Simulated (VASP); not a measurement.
# CdHgS2 (P4/mmm) in VASP: notebook

The runs below take CdHgS2 through single point, relaxation of cell and atoms, with PBE.

Program: VASP 6.6.1. These are calculated values, not measurements. Logs are shortened: lines on timing, memory, paths and dates and some standing lists are left out, and cuts for length are marked.

## (1) The cell of the first run

Symmetry: P4/mmm, No. 123, tetragonal system. The conventional cell has a = 5.046 Å, b = 5.046 Å, c = 3.590 Å, α = 90.00°, β = 90.00°, γ = 90.00°. Within 4.1 Å of Cd (site symmetry 4/mmm) lie 8 S at 3.10 Å and 2 Cd at 3.59 Å and 8 Hg at 3.99 Å. Hg (site symmetry 4/mmm) has 4 S at 2.52 Å within 3.3 Å. S (site symmetry mmm) has 2 Hg at 2.52 Å and 4 Cd at 3.10 Å within 3.3 Å.

## (2) Single point, PBE

File INCAR:

```
  PREC = Accurate
  ENCUT = 520
  EDIFF = 1E-7
  ISMEAR = 0
  SIGMA = 0.1
  LREAL = False
  LASPH = True
  NELM = 100
  ALGO = Normal
  ISIF = 2
  LWAVE = False
  LCHARG = False
  GGA = PE
  NBANDS = 26
```

File KPOINTS:

```
regular mesh
0
Gamma
  10 10 14
```

File POSCAR:

```
CdHgS2
1.0
    5.0456181070      0.0000000000      0.0000000000
    0.0000000000      5.0456181070      0.0000000000
    0.0000000000      0.0000000000      3.5895552535
Cd Hg S
1 1 2
Direct
    0.5000000000      0.5000000000      0.5000000000
    0.0000000000      0.0000000000      0.0000000000
    0.5000000000      0.0000000000      0.0000000000
    0.0000000000      0.5000000000      0.0000000000
```

Potentials or basis: VASP PAW PBE potentials, release 64 (Cd, Hg, S).

Command:

```console
cat potpaw_PBE.64/Cd/POTCAR potpaw_PBE.64/Hg/POTCAR potpaw_PBE.64/S/POTCAR > POTCAR
mpirun -np 1 vasp_std > vasp.out
```

OUTCAR:

```text
PREC = Accurate
   ENCUT = 520
   EDIFF = 1E-7
   ISMEAR = 0
   LREAL = False
   LASPH = True
   NELM = 100
   ISIF = 2
   GGA = PE

 ion  position               nearest neighbor table
   1  0.500  0.500  0.500-   3 3.10   4 3.10   3 3.10   4 3.10   3 3.10   3 3.10   4 3.10   4 3.10

   2  0.000  0.000  0.000-   3 2.52   4 2.52   4 2.52   3 2.52
   3  0.500  0.000  0.000-   2 2.52   2 2.52   1 3.10   1 3.10   1 3.10   1 3.10
   4  0.000  0.500  0.000-   2 2.52   2 2.52   1 3.10   1 3.10   1 3.10   1 3.10

  LATTYP: Found a simple tetragonal cell.
 ALAT       =     5.0456181070
 C/A-ratio  =     0.7114203210

  Lattice vectors:

 A1 = (   5.0456181070,   0.0000000000,   0.0000000000)
 A2 = (   0.0000000000,   5.0456181070,   0.0000000000)
 A3 = (   0.0000000000,   0.0000000000,   3.5895552535)

Analysis of symmetry for initial positions (statically):
=====================================================================
 Subroutine PRICEL returns:
 Original cell was already a primitive cell.

 Routine SETGRP: Setting up the symmetry group for a
 simple tetragonal supercell.

 Subroutine GETGRP returns: Found 16 space group operations
 (whereof 16 operations were pure point group operations)
 out of a pool of 16 trial point group operations.

The static configuration has the point symmetry D_4h.

Analysis of symmetry for dynamics (positions and initial velocities):
=====================================================================
 Subroutine PRICEL returns:
 Original cell was already a primitive cell.

 Routine SETGRP: Setting up the symmetry group for a
 simple tetragonal supercell.

 Subroutine GETGRP returns: Found 16 space group operations
 (whereof 16 operations were pure point group operations)
 out of a pool of 16 trial point group operations.

The dynamic configuration has the point symmetry D_4h.

 Subroutine INISYM returns: Found 16 space group operations
 (whereof 16 operations are pure point group operations),
 and found     1 'primitive' translations

----------------------------------------------------------------------------------------

                                     Primitive cell

  volume of cell :      91.3838

  direct lattice vectors                    reciprocal lattice vectors
     5.045618107  0.000000000  0.000000000     0.198191773  0.000000000  0.000000000
     0.000000000  5.045618107  0.000000000     0.000000000  0.198191773  0.000000000
     0.000000000  0.000000000  3.589555253     0.000000000  0.000000000  0.278586045

  length of vectors
     5.045618107  5.045618107  3.589555253     0.198191773  0.198191773  0.278586045

  position of ions in fractional coordinates (direct lattice)
     0.500000000  0.500000000  0.500000000
     0.000000000  0.000000000  0.000000000
     0.500000000  0.000000000  0.000000000
     0.000000000  0.500000000  0.000000000

  ion indices of the primitive-cell ions
   primitive index   ion index
                 1           1
                 2           2
                 3           3
                 4           4

----------------------------------------------------------------------------------------

 KPOINTS: regular mesh

Automatic generation of k-mesh.
 Grid dimensions read from file:
 generate k-points for:   10   10   14

 Generating k-lattice:

  Cartesian coordinates                     Fractional coordinates (reciprocal lattice)
     0.019819177  0.000000000  0.000000000     0.100000000  0.000000000  0.000000000
     0.000000000  0.019819177  0.000000000     0.000000000  0.100000000  0.000000000
     0.000000000  0.000000000  0.019899003     0.000000000  0.000000000  0.071428571

  Length of vectors
     0.019819177  0.019819177  0.019899003

  Shift w.r.t. Gamma in fractional coordinates (k-lattice)
     0.000000000  0.000000000  0.000000000

 Subroutine IBZKPT returns following result:
 ===========================================

 Found    168 irreducible k-points:

 Following reciprocal coordinates:
            Coordinates               Weight
  0.000000  0.000000  0.000000      1.000000
  0.100000  0.000000  0.000000      4.000000
  0.200000  0.000000  0.000000      4.000000
  0.300000  0.000000  0.000000      4.000000
  0.400000  0.000000  0.000000      4.000000
  0.500000  0.000000  0.000000      2.000000
[... 16 lines left out ...]
  0.100000  0.000000  0.071429      8.000000
  0.200000  0.000000  0.071429      8.000000
 [... further k-points ...]
   k-points           NKPTS =    168   k-points in BZ     NKDIM =    168   number of bands    NBANDS=     26
   number of dos      NEDOS =    301   number of ions     NIONS =      4
   total plane-waves  NPLWV =  44800
   dimension x,y,z NGX =    40 NGY =   40 NGZ =   28
   dimension x,y,z NGXF=    80 NGYF=   80 NGZF=   56
   ions per type =               1   1   2
   NGX,Y,Z   is equivalent  to a cutoff of  13.18, 13.18, 12.97 a.u.
   NGXF,Y,Z  is equivalent  to a cutoff of  26.36, 26.36, 25.94 a.u.
 SYSTEM =  unknown system
   PREC   = accura    normal or accurate (medium, high low for compatibility)
   ISTART =      0    job   : 0-new  1-cont  2-samecut
   ICHARG =      2    charge: 1-file 2-atom 10-const
   ISPIN  =      1    spin polarized calculation?
   LNONCOLLINEAR =      F non collinear calculations
   LSORBIT =      F    spin-orbit coupling
   LASPH  =      T    aspherical Exc in radial PAW
   ENCUT  =  520.0 eV  38.22 Ry    6.18 a.u.   9.38  9.38  6.67*2*pi/ulx,y,z
   NELM   =    100;   NELMIN=  2; NELMDL= -5     # of ELM steps
   EDIFF  = 0.1E-06   stopping-criterion for ELM
   LREAL  =      F    real-space projection
   EDIFFG = 0.1E-05   stopping-criterion for IOM
   NSW    =      0    number of steps for IOM
   IBRION =     -1    ionic relax: 0-MD 1-quasi-New 2-CG
   NFREE  =      0    steps in history (QN), initial steepest desc. (CG)
   ISIF   =      2    stress and relaxation
   ISYM   =      2    0-nonsym 1-usesym 2-fastsym
   POTIM  = 0.5000    time-step for ionic-motion
   TEBEG  =    0.0;   TEEND  =   0.0 temperature during run
   PSTRESS=    0.0 pullay stress
   NELECT =      36.0000    total number of electrons
   NUPDOWN=      -1.0000    fix difference up-down
   EMIN   =  10.00;   EMAX   =-10.00  energy-range for DOS
   EFERMI =   0.00;   METHOD = LEGACY
   ISMEAR =     0;   SIGMA  =   0.10  broadening in eV -4-tet -1-fermi 0-gaus
   EFERMI_NEDOS =   21; number of points for ismear=-14 and -15
   IALGO  =     38    algorithm
   IMIX   =      4    mixing-type and parameters
     AMIX     =   0.40;   BMIX     =  1.00
     AMIX_MAG =   1.60;   BMIX_MAG =  1.00
  volume/ion in A,a.u.               =      22.85       154.17
  Fermi-wavevector in a.u.,A,eV,Ry     =   1.200105  2.267869 19.595814  1.440252
  Thomas-Fermi vector in A             =   2.335950
   LORBIT       =      0    0 simple, 1 ext, 2 COOP (PROOUT), +10 PAW based schemes
   GGA     = PE    functional components
   LHFCALC =     F    Hartree Fock is set to
   AEXX    =    0.0000 exact exchange contribution
   IVDW    =     0    specifies the selected vdW correction
   LEPSILON=     F    determine dielectric tensor
   LRPA    =     F    only Hartree local field effects (RPA)
 non-spin polarized calculation
 Gauss-broadening in eV      SIGMA  =   0.10
  energy-cutoff  :      520.00
  volume of cell :       91.38
 maximum number of plane-waves:      2489
 NGX is ok and might be reduce to    40
   NGX = 19   NGY = 19   NGZ = 13

 number of electron      35.9999995 magnetization

 Free energy of the ion-electron system (eV)
  ---------------------------------------------------
  ext. energy  EPLUGINS =         0.00000000
  ---------------------------------------------------
  free energy    TOTEN  =        -8.70231601 eV

  energy without entropy =       -8.69467169  energy(sigma->0) =       -8.69849385

 E-fermi :   2.8284     XC(G=0):  -9.9487

 val. band max:        2.8272427175   @ k =   0.1000   0.1000   0.0000
 cond. band min:       2.8555584895   @ k =   0.3000   0.3000   0.4286
 fundamental gap:      0.0283157721
 Fermi energy:         2.8284468328

 k-point     1 :       0.0000    0.0000    0.0000
  band No.  band energies     occupation
      1     -10.4639      2.00000
      2      -9.5069      2.00000
      3      -5.4946      2.00000
      4      -5.3226      2.00000
      5      -5.2475      2.00000
      6      -5.2475      2.00000
[... 18 lines left out ...]
     25      11.4866      0.00000
     26      13.1485      0.00000

 k-point     2 :       0.1000    0.0000    0.0000
  band No.  band energies     occupation
      1     -10.4252      2.00000
      2      -9.5032      2.00000
      3      -5.4946      2.00000
      4      -5.3228      2.00000
      5      -5.2496      2.00000
      6      -5.2471      2.00000
[... 18 lines left out ...]
     25      11.8018      0.00000
     26      12.6591      0.00000

 k-point     3 :       0.2000    0.0000    0.0000
  band No.  band energies     occupation
      1     -10.3166      2.00000
      2      -9.4963      2.00000
      3      -5.4950      2.00000
      4      -5.3231      2.00000
      5      -5.2552      2.00000
      6      -5.2462      2.00000
[... 18 lines left out ...]
     25      11.9378      0.00000
     26      12.0972      0.00000

 k-point     4 :       0.3000    0.0000    0.0000
  band No.  band energies     occupation
      1     -10.1626      2.00000
      2      -9.4981      2.00000
      3      -5.4966      2.00000
      4      -5.3234      2.00000
      5      -5.2621      2.00000
      6      -5.2543      2.00000
[... 18 lines left out ...]
     25      11.2003      0.00000
     26      11.4188      0.00000
[... 496 lines left out ...]
      1     -10.4421      2.00000
      2      -9.4905      2.00000
      3      -5.4791      2.00000
      4      -5.3200      2.00000
      5      -5.2617      2.00000
      6      -5.2617      2.00000
[... 18 lines left out ...]
     25      11.7344      0.00000
     26      12.6329      0.00000

 k-point    23 :       0.1000    0.0000    0.0714
  band No.  band energies     occupation
      1     -10.4036      2.00000
      2      -9.4868      2.00000
      3      -5.4790      2.00000
      4      -5.3203      2.00000
      5      -5.2650      2.00000
      6      -5.2616      2.00000
[... 18 lines left out ...]
     25      11.8430      0.00000
     26      12.4849      0.00000

 k-point    24 :       0.2000    0.0000    0.0714
  band No.  band energies     occupation
      1     -10.2957      2.00000
      2      -9.4799      2.00000
      3      -5.4792      2.00000
      4      -5.3211      2.00000
      5      -5.2724      2.00000
      6      -5.2613      2.00000
[... 18 lines left out ...]
     25      11.6019      0.00000
     26      11.8933      0.00000

 [... further k-points ...]
[... 5 lines left out ...]
  --------------------------------------------------------------------------------------
  -------------------------------------------------------------------------------------
  Total        0.2858093      0.2858093      0.0420949      0.0000000      0.0000000      0.0000000
  in kB        5.0109209      5.0109209      0.7380234      0.0000000      0.0000000      0.0000000
  external PRESSURE =       3.5866217 kB  Pullay stress =       0.0000000 kB

 VOLUME and BASIS-vectors are now :
 -----------------------------------------------------------------------------
  energy-cutoff  :      520.00
  volume of cell :       91.38
      direct lattice vectors                 reciprocal lattice vectors
     5.045618107  0.000000000  0.000000000     0.198191773  0.000000000  0.000000000
     0.000000000  5.045618107  0.000000000     0.000000000  0.198191773  0.000000000
     0.000000000  0.000000000  3.589555253     0.000000000  0.000000000  0.278586045

 POSITION                                       TOTAL-FORCE (eV/Angst)
 -----------------------------------------------------------------------------------
      2.52281      2.52281      1.79478         0.000000      0.000000      0.000000
      0.00000      0.00000      0.00000         0.000000      0.000000      0.000000
      2.52281      0.00000      0.00000         0.000000      0.000000      0.000000
      0.00000      2.52281      0.00000         0.000000      0.000000      0.000000
 -----------------------------------------------------------------------------------
    total drift:                               -0.000000      0.000000     -0.000000

  FREE ENERGIE OF THE ION-ELECTRON SYSTEM (eV)
  ---------------------------------------------------
  free  energy   TOTEN  =        -8.7023160058 eV

  energy  without entropy=       -8.6946716928  energy(sigma->0) =       -8.69849385
```

It took 4.4 min on 1 thread of Intel Xeon Platinum 8488C (Sapphire Rapids), shared host; peak memory 0.5 GiB.

Results:

| Item | Value |
| --- | --- |
| Free energy | -8.7023 eV |
| Pressure | 0.4 GPa |
| Band gap on the k mesh | zero (band 18 reaches 4.11 eV, above the bottom of band 19 at 1.63 eV) |

Stress tensor (GPa, compression positive):
```
0.50 0.00 0.00
0.00 0.50 0.00
0.00 0.00 0.07
```

Levels at points of the mesh, in eV from the Fermi level:
| k point | band 15 | band 16 | band 17 | band 18 | band 19 | band 20 | band 21 | band 22 |
| --- | --- | --- | --- | --- | --- | --- | --- | --- |
| (0.00, 0.00, 0.00) | -2.16 | -1.61 | -1.61 | -1.13 | -0.97 | -0.14 | 6.61 | 7.29 |
| (0.50, 0.00, 0.00) | -3.53 | -2.26 | -0.47 | -0.27 | 1.90 | 3.35 | 4.70 | 5.94 |
| (0.50, 0.50, 0.00) | -0.34 | -0.05 | -0.05 | 1.20 | 3.49 | 3.63 | 3.63 | 5.06 |
| (0.00, 0.00, 0.50) | -3.42 | -2.00 | -0.83 | -0.83 | -0.47 | 2.57 | 2.61 | 3.73 |
| (0.50, 0.00, 0.50) | -3.13 | -3.10 | -2.53 | -1.07 | 1.43 | 2.29 | 4.06 | 4.40 |
| (0.50, 0.50, 0.50) | -2.66 | -2.66 | -0.85 | -0.29 | 0.78 | 1.41 | 6.31 | 6.31 |

Caveat: spin-orbit coupling is left out, which moves the levels of the heavy elements.

## (3) Single point, PBE

This run uses another cell than the first one, of 22.31 Å³/atom, 0.976 times its volume.

File INCAR:

```
SYSTEM = CdHgS2
ALGO     = Normal         ! electronic algorithm
EDIFF    = 1E-6           ! SCF threshold, eV
ENCUT    = 520            ! plane-wave cutoff, eV
GGA      = PE             ! functional
ISIF     = 2              ! what is computed and relaxed
ISMEAR   = 0              ! smearing method
LASPH    = .TRUE.         ! aspherical terms in the spheres
LCHARG   = .FALSE.        ! write CHGCAR
LREAL    = .FALSE.        ! projectors in reciprocal space
LWAVE    = .FALSE.        ! write WAVECAR
NBANDS   = 26             ! bands
NELM     = 100            ! most SCF steps
PREC     = Accurate       ! precision mode
SIGMA    = 0.1            ! smearing width, eV
```

File KPOINTS:

```
k-points
0
G
  4 4 6
  0 0 0
```

File POSCAR:

```
CdHgS2
1.0
    5.1414042688      0.0000000000      0.0000000000
    0.0000000000      5.1414042688      0.0000000000
    0.0000000000      0.0000000000      3.3756895547
Cd Hg S
1 1 2
Direct
    0.5000000000      0.5000000000      0.5000000000
    0.0000000000      0.0000000000      0.0000000000
    0.5000000000      0.0000000000      0.0000000000
    0.0000000000      0.5000000000      0.0000000000
```

Potentials or basis: VASP PAW PBE potentials, release 64 (Cd, Hg, S).

Command:

```console
cat potpaw_PBE.64/Cd/POTCAR potpaw_PBE.64/Hg/POTCAR potpaw_PBE.64/S/POTCAR > POTCAR
mpirun -np 1 vasp_std > vasp.out
```

Wall time 16 s (1 thread of Intel Xeon 6975P-C (Granite Rapids), shared host); peak memory 0.23 GiB.

The run converged. Its results:

* Free energy: -8.6547 eV
* Pressure: 0.3 GPa
* Band gap on the k mesh: zero (band 18 reaches 3.96 eV, above the bottom of band 19 at 1.85 eV)

Stress tensor (GPa, compression positive):
```
0.49 0.00 0.00
0.00 0.49 0.00
0.00 0.00 0.04
```

Levels at points of the mesh, in eV from the Fermi level:
```csv
k point,band 15,band 16,band 17,band 18,band 19,band 20,band 21,band 22
"(0.00, 0.00, 0.00)",-2.59,-1.96,-1.96,-1.37,-0.68,0.09,6.86,7.00
"(0.50, 0.00, 0.00)",-3.62,-2.66,-0.15,-0.01,1.72,2.75,4.82,5.63
"(0.50, 0.50, 0.00)",-0.71,0.16,0.16,0.76,3.40,3.40,3.42,4.46
"(0.00, 0.00, 0.50)",-3.27,-2.52,-0.97,-0.97,-0.33,2.11,2.48,3.56
"(0.50, 0.00, 0.50)",-3.00,-2.94,-2.67,-1.20,1.29,1.91,3.86,4.09
"(0.50, 0.50, 0.50)",-3.09,-3.09,-0.74,-0.56,0.54,1.09,6.06,6.18
```

Caveat: spin-orbit coupling is left out, which moves the levels of the heavy elements.

[end of part 1 of 2]
